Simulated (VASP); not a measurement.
# Pt: relaxation of shape and atoms at fixed volume with PBEsol

Crystal: Pt.

```
Pt
1.0
     2.75215    0.00000    0.00000
    -1.37608    2.38343    0.00000
     0.00000    0.00000    4.75341
Pt
2
Direct
  0.66667 0.33333 0.75000
  0.33333 0.66667 0.25000
```

This isn't the form of Pt at room conditions, which is fcc.

| Quantity | Value |
| --- | --- |
| Program | VASP 6.6.1 |
| Task | relaxation of shape and atoms at fixed volume |
| Functional | PBEsol |
| Potentials or basis | VASP PAW PBE potentials, release 64 (Pt) |
| Cutoff | 600 eV |
| k mesh | 18 × 18 × 10 |
| Occupations | gaussian, width 0.1 eV |
| Spin | no spin polarisation |
| Dipole correction | no |
| Further INCAR settings | ALGO = Fast; EDIFF = 1e-06; IBRION = 2; EDIFFG = -0.01; NSW = 50; ISIF = 4 |

```json
{"Energy gained by relaxing": "0.1 meV/atom", "Ionic steps": "2", "Pressure after relaxing": "-7.9 GPa", "Band gap on the k mesh": "zero (bands 10 and 11 overlap by 1.30 eV)"}
```

Step by step:
| step | energy change (eV) | largest force (eV/Å) | pressure (GPa) | volume (Å³) |
| --- | --- | --- | --- | --- |
| 1 | 0.0000 | 0.0000 | -7.99 | 31.18 |
| 2 | -0.0002 | 0.0000 | -7.94 | 31.18 |

Final structure:
```
CELL_PARAMETERS angstrom
2.74900 0.00000 0.00000
-1.37450 2.38070 0.00000
0.00000 0.00000 4.76434
ATOMIC_POSITIONS crystal
Pt 0.66667 0.33333 0.75000
Pt 0.33333 0.66667 0.25000
```

Levels at points of the mesh, in eV from the Fermi level:
| k point | band 6 | band 7 | band 8 | band 9 | band 10 | band 11 | band 12 | band 13 | band 14 |
| --- | --- | --- | --- | --- | --- | --- | --- | --- | --- |
| (0.00, 0.00, 0.00) | -3.12 | -3.12 | -1.83 | -1.83 | -0.83 | -0.21 | -0.21 | 4.75 | 15.07 |
| (0.50, 0.00, 0.00) | -2.99 | -2.69 | 0.03 | 0.30 | 0.51 | 2.27 | 3.75 | 7.28 | 8.86 |
| (0.00, 0.00, 0.50) | -3.49 | -3.49 | -3.49 | -0.80 | -0.80 | -0.80 | -0.80 | 12.00 | 12.00 |
| (0.50, 0.00, 0.50) | -1.84 | -0.89 | -0.89 | 0.42 | 0.42 | 1.66 | 1.66 | 6.52 | 6.52 |

It took 120 s on 1 thread of Intel(R) Xeon(R) 6975P-C (Granite Rapids), on a shared host, peak memory 0.24 GiB.

Caveat: the PAW data sets were made with another functional, which shifts forces and pressure a little; spin-orbit coupling is left out, which moves the levels of the heavy elements.
